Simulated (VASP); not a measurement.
# TiN (Fm-3m) in VASP: further runs

The runs below take TiN through single point, with PBEsol.

Program: VASP 6.6.1. These are calculated values, not measurements. Logs are shortened: lines on timing, memory, paths and dates and some standing lists are left out, and cuts for length are marked.

### 1 The cell of the first run

It takes space group Fm-3m (No. 225, cubic). Conventional cell: a = 4.028 Å, b = 4.028 Å, c = 4.028 Å, α = 90.00°, β = 90.00°, γ = 90.00°. Within 2.7 Å of Ti (site symmetry m-3m) lie 6 N at 2.01 Å. Within 2.7 Å of N (site symmetry m-3m) lie 6 Ti at 2.01 Å.

### 2 Single point, PBEsol, collinear spin, ferromagnetic start

The input, INCAR:

```
  ALGO = Normal
  EDIFF = 1E-7
  ENCUT = 520
  GGA = PS
  ISIF = 2
  ISMEAR = 0
  ISPIN = 2
  LASPH = T
  LCHARG = F
  LMAXMIX = 4
  LORBIT = 11
  LREAL = F
  LWAVE = F
  MAGMOM = 0.25 0
  NBANDS = 20
  NELM = 150
  NUPDOWN = 0.25
  PREC = Accurate
  SIGMA = 0.15
```

The input, KPOINTS:

```
k-points
0
Gamma
  20 20 20
```

The input, POSCAR:

```
TiN
1.0
    0.0000000000      2.0142318208      2.0142318208
    2.0142318208      0.0000000000      2.0142318208
    2.0142318208      2.0142318208      0.0000000000
Ti N
1 1
Direct
    0.0000000000      0.0000000000      0.0000000000
    0.5000000000      0.5000000000      0.5000000000
```

Potentials or basis: VASP PAW PBE potentials, release 64 (Ti_sv, N).

On the command line:

```console
cat potpaw_PBE.64/Ti_sv/POTCAR potpaw_PBE.64/N/POTCAR > POTCAR
mpirun -np 1 vasp_std > vasp.out
```

OUTCAR:

```text
EDIFF = 1E-7
   ENCUT = 520
   GGA = PS
   ISIF = 2
   ISMEAR = 0
   ISPIN = 2
   LASPH = T
   LORBIT = 11
   LREAL = F
   NELM = 150
   NUPDOWN = 0.25
   PREC = Accurate

 ion  position               nearest neighbor table
   1  0.000  0.000  0.000-   2 2.01   2 2.01   2 2.01   2 2.01   2 2.01   2 2.01
   2  0.500  0.500  0.500-   1 2.01   1 2.01   1 2.01   1 2.01   1 2.01   1 2.01

  LATTYP: Found a face centered cubic cell.
 ALAT       =     4.0284636416

  Lattice vectors:

 A1 = (   0.0000000000,   2.0142318208,   2.0142318208)
 A2 = (   2.0142318208,   0.0000000000,   2.0142318208)
 A3 = (   2.0142318208,   2.0142318208,   0.0000000000)

Analysis of symmetry for initial positions (statically):
=====================================================================
 Subroutine PRICEL returns:
 Original cell was already a primitive cell.

 Routine SETGRP: Setting up the symmetry group for a
 face centered cubic supercell.

 Subroutine GETGRP returns: Found 48 space group operations
 (whereof 48 operations were pure point group operations)
 out of a pool of 48 trial point group operations.

The static configuration has the point symmetry O_h .

Analysis of symmetry for dynamics (positions and initial velocities):
=====================================================================
 Subroutine PRICEL returns:
 Original cell was already a primitive cell.

 Routine SETGRP: Setting up the symmetry group for a
 face centered cubic supercell.

 Subroutine GETGRP returns: Found 48 space group operations
 (whereof 48 operations were pure point group operations)
 out of a pool of 48 trial point group operations.

The dynamic configuration has the point symmetry O_h .

Analysis of structural, dynamic, and magnetic symmetry:
=====================================================================
 Subroutine PRICEL returns:
 Original cell was already a primitive cell.

 Routine SETGRP: Setting up the symmetry group for a
 face centered cubic supercell.

 Subroutine GETGRP returns: Found 48 space group operations
 (whereof 48 operations were pure point group operations)
 out of a pool of 48 trial point group operations.

The overall configuration has the point symmetry O_h .

 Subroutine INISYM returns: Found 48 space group operations
 (whereof 48 operations are pure point group operations),
 and found     1 'primitive' translations

----------------------------------------------------------------------------------------

                                     Primitive cell

  volume of cell :      16.3440

  direct lattice vectors                    reciprocal lattice vectors
     0.000000000  2.014231821  2.014231821    -0.248233592  0.248233592  0.248233592
     2.014231821  0.000000000  2.014231821     0.248233592 -0.248233592  0.248233592
     2.014231821  2.014231821  0.000000000     0.248233592  0.248233592 -0.248233592

  length of vectors
     2.848553959  2.848553959  2.848553959     0.429953193  0.429953193  0.429953193

  position of ions in fractional coordinates (direct lattice)
     0.000000000  0.000000000  0.000000000
     0.500000000  0.500000000  0.500000000

  ion indices of the primitive-cell ions
   primitive index   ion index
                 1           1
                 2           2

----------------------------------------------------------------------------------------

 KPOINTS: k-points

Automatic generation of k-mesh.
 Grid dimensions read from file:
 generate k-points for:   20   20   20

 Generating k-lattice:

  Cartesian coordinates                     Fractional coordinates (reciprocal lattice)
    -0.012411680  0.012411680  0.012411680     0.050000000  0.000000000  0.000000000
     0.012411680 -0.012411680  0.012411680     0.000000000  0.050000000  0.000000000
     0.012411680  0.012411680 -0.012411680     0.000000000  0.000000000  0.050000000

  Length of vectors
     0.021497660  0.021497660  0.021497660

  Shift w.r.t. Gamma in fractional coordinates (k-lattice)
     0.000000000  0.000000000  0.000000000

 Subroutine IBZKPT returns following result:
 ===========================================

 Found    256 irreducible k-points:

 Following reciprocal coordinates:
            Coordinates               Weight
  0.000000  0.000000  0.000000      1.000000
  0.050000  0.000000  0.000000      8.000000
  0.100000  0.000000  0.000000      8.000000
  0.150000  0.000000  0.000000      8.000000
  0.200000  0.000000  0.000000      8.000000
  0.250000  0.000000  0.000000      8.000000
[... 16 lines left out ...]
 -0.400000  0.050000  0.000000     24.000000
 -0.350000  0.050000  0.000000     24.000000
 [... further k-points ...]
   k-points           NKPTS =    256   k-points in BZ     NKDIM =    256   number of bands    NBANDS=     20
   number of dos      NEDOS =    301   number of ions     NIONS =      2
   total plane-waves  NPLWV =  13824
   dimension x,y,z NGX =    24 NGY =   24 NGZ =   24
   dimension x,y,z NGXF=    48 NGYF=   48 NGZF=   48
   ions per type =               1   1
   NGX,Y,Z   is equivalent  to a cutoff of  14.01, 14.01, 14.01 a.u.
   NGXF,Y,Z  is equivalent  to a cutoff of  28.01, 28.01, 28.01 a.u.
 SYSTEM =  unknown system
   PREC   = accura    normal or accurate (medium, high low for compatibility)
   ISTART =      0    job   : 0-new  1-cont  2-samecut
   ICHARG =      2    charge: 1-file 2-atom 10-const
   ISPIN  =      2    spin polarized calculation?
   LNONCOLLINEAR =      F non collinear calculations
   LSORBIT =      F    spin-orbit coupling
   LASPH  =      T    aspherical Exc in radial PAW
   ENCUT  =  520.0 eV  38.22 Ry    6.18 a.u.   5.30  5.30  5.30*2*pi/ulx,y,z
   NELM   =    150;   NELMIN=  2; NELMDL= -5     # of ELM steps
   EDIFF  = 0.1E-06   stopping-criterion for ELM
   LREAL  =      F    real-space projection
   EDIFFG = 0.1E-05   stopping-criterion for IOM
   NSW    =      0    number of steps for IOM
   IBRION =     -1    ionic relax: 0-MD 1-quasi-New 2-CG
   NFREE  =      0    steps in history (QN), initial steepest desc. (CG)
   ISIF   =      2    stress and relaxation
   ISYM   =      2    0-nonsym 1-usesym 2-fastsym
   POTIM  = 0.5000    time-step for ionic-motion
   TEBEG  =    0.0;   TEEND  =   0.0 temperature during run
   PSTRESS=    0.0 pullay stress
   NELECT =      17.0000    total number of electrons
   NUPDOWN=       0.2500    fix difference up-down
   EMIN   =  10.00;   EMAX   =-10.00  energy-range for DOS
   EFERMI =   0.00;   METHOD = LEGACY
   ISMEAR =     0;   SIGMA  =   0.15  broadening in eV -4-tet -1-fermi 0-gaus
   EFERMI_NEDOS =   21; number of points for ismear=-14 and -15
   IALGO  =     38    algorithm
   IMIX   =      4    mixing-type and parameters
     AMIX     =   0.40;   BMIX     =  1.00
     AMIX_MAG =   1.60;   BMIX_MAG =  1.00
  volume/ion in A,a.u.               =       8.17        55.15
  Fermi-wavevector in a.u.,A,eV,Ry     =   1.658715  3.134516 37.434177  2.751334
  Thomas-Fermi vector in A             =   2.746248
   LORBIT       =     11    0 simple, 1 ext, 2 COOP (PROOUT), +10 PAW based schemes
   GGA     = PS    functional components
   LHFCALC =     F    Hartree Fock is set to
   AEXX    =    0.0000 exact exchange contribution
   IVDW    =     0    specifies the selected vdW correction
   LEPSILON=     F    determine dielectric tensor
   LRPA    =     F    only Hartree local field effects (RPA)
 spin polarized calculation
 Gauss-broadening in eV      SIGMA  =   0.15
  energy-cutoff  :      520.00
  volume of cell :       16.34
 maximum number of plane-waves:       459
 NGX is ok and might be reduce to    24
   NGX = 11   NGY = 11   NGZ = 11

 number of electron      16.9999999 magnetization       0.2500000

 Free energy of the ion-electron system (eV)
  ---------------------------------------------------
  ext. energy  EPLUGINS =         0.00000000
  ---------------------------------------------------
  free energy    TOTEN  =       -20.42612081 eV

  energy without entropy =      -20.41793870  energy(sigma->0) =      -20.42202975

 E-fermi :  13.2138     XC(G=0): -14.0978

 val. band max:       13.7425791919   @ k =  -0.4500   0.2500   0.0500
 cond. band min:      13.2143915898   @ k =  -0.4500   0.3000   0.0500
 fundamental gap:     -0.5281876021
 Fermi energy:        13.7709127951

 spin component 1

 k-point     1 :       0.0000    0.0000    0.0000
  band No.  band energies     occupation
      1     -43.9614      1.00000
      2     -19.8840      1.00000
      3     -19.8840      1.00000
      4     -19.8840      1.00000
      5      -4.4891      1.00000
      6      11.2865      1.00000
[... 12 lines left out ...]
     19      43.5580      0.00000
     20      43.5580      0.00000

 k-point     2 :       0.0500    0.0000    0.0000
  band No.  band energies     occupation
      1     -43.9567      1.00000
      2     -19.9145      1.00000
      3     -19.8862      1.00000
      4     -19.8862      1.00000
      5      -4.4235      1.00000
      6      10.9139      1.00000
[... 498 lines left out ...]
 k-point    24 :      -0.3500    0.0500    0.0000
  band No.  band energies     occupation
      1     -43.7956      1.00000
      2     -20.8487      1.00000
      3     -19.9902      1.00000
      4     -19.9496      1.00000
      5      -1.9290      1.00000
      6       5.3830      1.00000
[... 12 lines left out ...]
     19      39.7012      0.00000
     20      41.7743      0.00000

 [... further k-points ...]

 spin component 2

 k-point     1 :       0.0000    0.0000    0.0000
  band No.  band energies     occupation
      1     -43.7867      1.00000
      2     -19.7084      1.00000
      3     -19.7084      1.00000
      4     -19.7084      1.00000
      5      -4.4137      1.00000
      6      11.3413      1.00000
[... 12 lines left out ...]
     19      43.6677      0.00000
     20      43.6677      0.00000

 k-point     2 :       0.0500    0.0000    0.0000
  band No.  band energies     occupation
      1     -43.7820      1.00000
      2     -19.7390      1.00000
      3     -19.7105      1.00000
      4     -19.7105      1.00000
      5      -4.3481      1.00000
      6      10.9879      1.00000
[... 498 lines left out ...]
 k-point    24 :      -0.3500    0.0500    0.0000
  band No.  band energies     occupation
      1     -43.6207      1.00000
      2     -20.6769      1.00000
      3     -19.8142      1.00000
      4     -19.7734      1.00000
      5      -1.8603      1.00000
      6       5.4910      1.00000
[... 12 lines left out ...]
     19      39.8220      0.00000
     20      41.8922      0.00000

 [... further k-points ...]
[... 5 lines left out ...]
  --------------------------------------------------------------------------------------
  -------------------------------------------------------------------------------------
  Total        5.2536666      5.2536666      5.2536666      0.0000000     -0.0000000      0.0000000
  in kB      515.0089054    515.0089054    515.0089054      0.0000000     -0.0000000      0.0000000
  external PRESSURE =     515.0089054 kB  Pullay stress =       0.0000000 kB

 VOLUME and BASIS-vectors are now :
 -----------------------------------------------------------------------------
  energy-cutoff  :      520.00
  volume of cell :       16.34
      direct lattice vectors                 reciprocal lattice vectors
     0.000000000  2.014231821  2.014231821    -0.248233592  0.248233592  0.248233592
     2.014231821  0.000000000  2.014231821     0.248233592 -0.248233592  0.248233592
     2.014231821  2.014231821  0.000000000     0.248233592  0.248233592 -0.248233592

 POSITION                                       TOTAL-FORCE (eV/Angst)
 -----------------------------------------------------------------------------------
      0.00000      0.00000      0.00000        -0.000000     -0.000000     -0.000000
      2.01423      2.01423      2.01423         0.000000      0.000000      0.000000
 -----------------------------------------------------------------------------------
    total drift:                                0.000000     -0.000000     -0.000000

  FREE ENERGIE OF THE ION-ELECTRON SYSTEM (eV)
  ---------------------------------------------------
  free  energy   TOTEN  =       -20.4261208063 eV

  energy  without entropy=      -20.4179386989  energy(sigma->0) =      -20.42202975

 total charge

# of ion       s       p       d       tot
------------------------------------------
    1        2.224   6.332   2.197  10.753
    2        1.257   2.594   0.000   3.851
--------------------------------------------------
tot          3.481   8.926   2.197  14.604

 magnetization (x)

# of ion       s       p       d       tot
------------------------------------------
    1        0.002   0.002   0.183   0.186
    2        0.000   0.020   0.000   0.020
--------------------------------------------------
tot          0.002   0.021   0.183   0.206
```

Run time: 97 s. Hardware: 1 thread of Intel Xeon 6975P-C (Granite Rapids), shared host; peak memory 0.25 GiB.

What came out:

```yaml
Free_energy: -20.4261 eV
Pressure: 51.5 GPa
Net_moment: 0.25 μB per cell
Site_moments: Ti +0.19; N +0.02 μB
Valence_electrons_inside_the_program's_atomic_spheres: Ti 10.75; N 3.85
```

Caveat: the PAW data sets were made with another functional, which shifts forces and pressure a little; the total moment is fixed, so each spin has its own Fermi level.

### 3 Single point, PBEsol, collinear spin, ferromagnetic start

The input, INCAR:

```
PREC     = Accurate       # precision mode
ENCUT    = 520            # plane-wave cutoff, eV
EDIFF    = 1E-6           # SCF threshold, eV
ISMEAR   = 0              # smearing method
SIGMA    = 0.15           # smearing width, eV
LREAL    = F              # projectors in reciprocal space
LASPH    = T              # aspherical terms in the spheres
NELM     = 150            # most SCF steps
ALGO     = Normal         # electronic algorithm
ISIF     = 2              # what is computed and relaxed
LWAVE    = F              # write WAVECAR
LCHARG   = T              # write CHGCAR
ISPIN    = 2              # spin polarisation
MAGMOM   = 1 0            # initial moments
LORBIT   = 11             # projections on sites
NUPDOWN  = 1.0            # fixed moment
LMAXMIX  = 4              # l up to which the mixer works
GGA      = PS             # functional
LELF     = T              # ELF
LVHAR    = T            
NBANDS   = 20             # bands
```

The input, KPOINTS:

```
Automatic mesh
0
Gamma
  20 20 20
```

POSCAR is that of step 2.

Potentials or basis: VASP PAW PBE potentials, release 64 (Ti_sv, N).

On the command line:

```console
cat potpaw_PBE.64/Ti_sv/POTCAR potpaw_PBE.64/N/POTCAR > POTCAR
mpirun -np 1 vasp_std > vasp.out
```

Wall time 81 s (1 thread of Intel Xeon 6975P-C (Granite Rapids), shared host); peak memory 0.24 GiB.

The run converged. Its results:

```yaml
Free_energy: -19.7979 eV
Pressure: 61.2 GPa
Net_moment: 1.00 μB per cell
Site_moments: Ti +0.72; N +0.10 μB
Valence_electrons_inside_the_program's_atomic_spheres: Ti 10.77; N 3.85
```

Caveat: the PAW data sets were made with another functional, which shifts forces and pressure a little; the total moment is fixed, so each spin has its own Fermi level.

[end of part 1 of 2]
